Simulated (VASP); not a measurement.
# WSe2 (P-6m2) in VASP: a series of runs, part 2 of 2

VASP 6.6.1. Earlier steps stand in the parts before.

## Step 3: Single point, PBE+D3(BJ)

Input file INCAR:

```
SYSTEM = WSe2
  ALGO = Normal
  EDIFF = 1E-7
  ENCUT = 520
  GGA = PE
  ISIF = 2
  ISMEAR = 0
  IVDW = 12
  LASPH = .TRUE.
  LCHARG = .FALSE.
  LREAL = .FALSE.
  LWAVE = .FALSE.
  NBANDS = 20
  NELM = 100
  PREC = Accurate
  SIGMA = 0.05
```

Input file KPOINTS:

```
k-points
0
G
  9 9 4
  0 0 0
```

Input file POSCAR:

```
WSe2
1.0
    3.2329475091      0.0000000000      0.0000000000
   -1.6164737546      2.7998146720      0.0000000000
    0.0000000000      0.0000000000      7.2065632926
W Se
1 2
Direct
    0.0000000000      0.0000000000      0.0000000000
    0.3333333333      0.6666666667      0.2048671987
    0.3333333333      0.6666666667      0.7951328013
```

Potentials or basis: VASP PAW PBE potentials, release 64 (W_sv, Se).

The run is started by

```
$ cat potpaw_PBE.64/W_sv/POTCAR potpaw_PBE.64/Se/POTCAR > POTCAR
$ mpirun -np 1 vasp_std > vasp.out
```

OUTCAR:

```text
SYSTEM = WSe2
   EDIFF = 1E-7
   ENCUT = 520
   GGA = PE
   ISIF = 2
   ISMEAR = 0
   IVDW = 12
   LASPH = .TRUE.
   LREAL = .FALSE.
   NELM = 100
   PREC = Accurate
 IVDW          = 12

 ion  position               nearest neighbor table
   1  0.000  0.000  0.000-   2 2.38   3 2.38   2 2.38   3 2.38   2 2.38   3 2.38
   2  0.333  0.667  0.205-   1 2.38   1 2.38   1 2.38
   3  0.333  0.667  0.795-   1 2.38   1 2.38   1 2.38

  LATTYP: Found a hexagonal cell.
 ALAT       =     3.2329475091
 C/A-ratio  =     2.2291000000

  Lattice vectors:

 A1 = (   3.2329475091,   0.0000000000,   0.0000000000)
 A2 = (  -1.6164737546,   2.7998146720,   0.0000000000)
 A3 = (   0.0000000000,   0.0000000000,   7.2065632926)

Analysis of symmetry for initial positions (statically):
=====================================================================
 Subroutine PRICEL returns:
 Original cell was already a primitive cell.

 Routine SETGRP: Setting up the symmetry group for a
 hexagonal supercell.

 Subroutine GETGRP returns: Found 12 space group operations
 (whereof 12 operations were pure point group operations)
[... 163 lines left out ...]

  energy without entropy =      -20.34482232  energy(sigma->0) =      -20.34482232

 E-fermi :   5.8986     XC(G=0):  -9.8645

 val. band max:        5.6619256177   @ k =   0.0000   0.0000   0.5000
 cond. band min:       6.1570723284   @ k =   0.3333   0.3333   0.0000
 fundamental gap:      0.4951467107
 Fermi energy:         5.8985832974

 k-point     1 :       0.0000    0.0000    0.0000
  band No.  band energies     occupation
      1     -68.6518      2.00000
      2     -33.0468      2.00000
      3     -32.9389      2.00000
      4     -32.9389      2.00000
      5     -10.7611      2.00000
      6      -8.5106      2.00000
[... 541 lines left out ...]
     19      11.9212      0.00000
     20      14.7998      0.00000

 [... further k-points ...]

------------------------ aborting loop because EDIFF is reached ----------------------------------------

 Edisp (eV)   -1.30981

 E8    (eV) :    -0.5865

  FORCE on cell =-STRESS in cart. coord.  units (eV):
  Direction    XX          YY          ZZ          XY          YZ          ZX
  --------------------------------------------------------------------------------------
  -------------------------------------------------------------------------------------
  Total       8.60772     8.60772    15.61914    -0.00000     0.00000     0.00000
  in kB     211.41824   211.41824   383.62922    -0.00000     0.00000     0.00000
  external pressure =      268.82 kB  Pullay stress =        0.00 kB

 VOLUME and BASIS-vectors are now :
 -----------------------------------------------------------------------------
  energy-cutoff  :      520.00
  volume of cell :       65.23
      direct lattice vectors                 reciprocal lattice vectors
     3.232947509  0.000000000  0.000000000     0.309315260  0.178583249  0.000000000
    -1.616473755  2.799814672  0.000000000     0.000000000  0.357166497  0.000000000
     0.000000000  0.000000000  7.206563293     0.000000000  0.000000000  0.138762397

 POSITION                                       TOTAL-FORCE (eV/Angst)
 -----------------------------------------------------------------------------------
      0.00000      0.00000      0.00000         0.000000     -0.000000      0.000000
     -0.00000      1.86654      1.47639        -0.000000      0.000000      5.567292
     -0.00000      1.86654      5.73017        -0.000000      0.000000     -5.567292
 -----------------------------------------------------------------------------------
    total drift:                                0.000000     -0.000000     -0.000000

  FREE ENERGIE OF THE ION-ELECTRON SYSTEM (eV)
  ---------------------------------------------------
  free  energy   TOTEN  =       -21.6546337542 eV

  energy  without entropy=      -21.6546337542  energy(sigma->0) =      -21.65463375
```

stdout:

```text
POSCAR found type information on POSCAR W Se
 POSCAR found :  2 types and       3 ions
 scaLAPACK will be used
 LDA part: xc-table for (Slater+PW92), standard interpolation
 POSCAR, INCAR and KPOINTS ok, starting setup
 FFT: planning ... GRIDC
 FFT: planning ... GRID_SOFT
 FFT: planning ... GRID
 WAVECAR not read
 entering main loop
```

It took 49 s on 1 thread of Intel Xeon 8259CL, shared host; peak memory 0.21 GiB.

Results:

```yaml
Free_energy: -21.6546 eV
Pressure: 26.9 GPa
Largest_force: 5.567 eV/Å
Band_gap_on_the_k_mesh: 0.50 eV (least direct gap 1.28 eV)
Dispersion_energy_per_atom: -0.437 eV
```

Forces in eV/Å, atoms in the order of the input:
```
W    0.000  0.000  0.000
Se   0.000  0.000  5.567
Se   0.000  0.000 -5.567
```

Stress tensor (GPa, compression positive):
```
21.14  0.00  0.00
 0.00 21.14  0.00
 0.00  0.00 38.36
```

Caveat: the cell stands under pressure; spin-orbit coupling is left out, which moves the levels of the heavy elements; an odd mesh through Γ misses points on the zone boundary, where band edges can lie; forces of over 1 eV/Å act on the atoms, so gaps and moduli don't describe the material at rest.

## Step 4: Single point, PBE+D3(BJ)

This run uses another cell than the first one, of the same volume but with other edges.

Input file INCAR:

```
  PREC = Accurate
  ENCUT = 520
  EDIFF = 1E-6
  ISMEAR = 0
  SIGMA = 0.05
  LREAL = False
  LASPH = True
  NELM = 60
  ALGO = Normal
  ISIF = 2
  LWAVE = False
  LCHARG = True
  GGA = PE
  IVDW = 12
  LELF = True
  LVHAR = True
  NBANDS = 20
```

Input file KPOINTS:

```
regular mesh
0
Gamma
  9 9 4
```

Input file POSCAR:

```
WSe2
1.0
    3.3795566996      0.0000000000      0.0000000000
   -1.6897783498      2.9267819554      0.0000000000
    0.0000000000      0.0000000000      6.5948669437
W Se
1 2
Direct
    0.0000000000      0.0000000000      0.0000000000
    0.3333333333      0.6666666667      0.2048671987
    0.3333333333      0.6666666667      0.7951328013
```

The run is started by

```
$ cat potpaw_PBE.64/W_sv/POTCAR potpaw_PBE.64/Se/POTCAR > POTCAR
$ mpirun -np 1 vasp_std > vasp.out
```

It took 56 s on 1 thread of Intel Xeon 8259CL, shared host; peak memory 0.22 GiB.

The run converged. Its results:

```
Free energy                : -20.7950 eV
Pressure                   : 28.1 GPa
Largest force              : 7.445 eV/Å
Band gap on the k mesh     : zero (bands 13 and 14 overlap by 1.23 eV)
Dispersion energy per atom : -0.432 eV
```

Forces in eV/Å, atoms in the order of the input:
```
W    0.000  0.000  0.000
Se   0.000  0.000  7.445
Se   0.000  0.000 -7.445
```

Stress tensor (GPa, compression positive):
```
18.16  0.00  0.00
 0.00 18.16  0.00
 0.00  0.00 47.83
```

Levels at points of the mesh, in eV from the Fermi level:
| k point | band 9 | band 10 | band 11 | band 12 | band 13 | band 14 | band 15 | band 16 | band 17 | band 18 |
| --- | --- | --- | --- | --- | --- | --- | --- | --- | --- | --- |
| (0.00, 0.00, 0.00) | -5.22 | -3.30 | -3.30 | -0.67 | -0.26 | 2.18 | 2.18 | 3.14 | 3.14 | 3.16 |
| (0.00, 0.00, 0.50) | -5.22 | -3.31 | -3.31 | -2.27 | 0.56 | 2.12 | 2.12 | 3.24 | 3.24 | 3.31 |

Caveat: the cell stands under pressure; spin-orbit coupling is left out, which moves the levels of the heavy elements; forces of over 1 eV/Å act on the atoms, so gaps and moduli don't describe the material at rest.

## Step 5: Summary

```tsv
cell	gap on the mesh (eV)	pressure (GPa)	largest force (eV/Å)
a = 3.233, b = 3.233, c = 7.207 Å, angles 90.0, 90.0, 120.0°, 3 atoms, atomic positions A	1.54	7.1	1.17
a = 3.233, b = 3.233, c = 7.207 Å, angles 90.0, 90.0, 120.0°, 3 atoms, atomic positions B	0.50	26.9	5.57
a = 3.380, b = 3.380, c = 6.595 Å, angles 90.0, 90.0, 120.0°, 3 atoms, atomic positions B	none	28.1	7.45
```

Alike in all rows: task single point; level PBE+D3(BJ); potentials or basis VASP PAW PBE potentials, release 64 (W_sv, Se); no spin polarisation; k mesh 9 × 9 × 4; cutoff (eV) 520; smearing gaussian 0.05 eV.

Caveats: the cell stands under pressure; spin-orbit coupling is left out, which moves the levels of the heavy elements; forces of over 1 eV/Å act on the atoms, so gaps and moduli don't describe the material at rest; an odd mesh through Γ misses points on the zone boundary, where band edges can lie (at least some runs).

Total energies depend on the potentials used, so only differences within one code and one set of settings carry meaning.
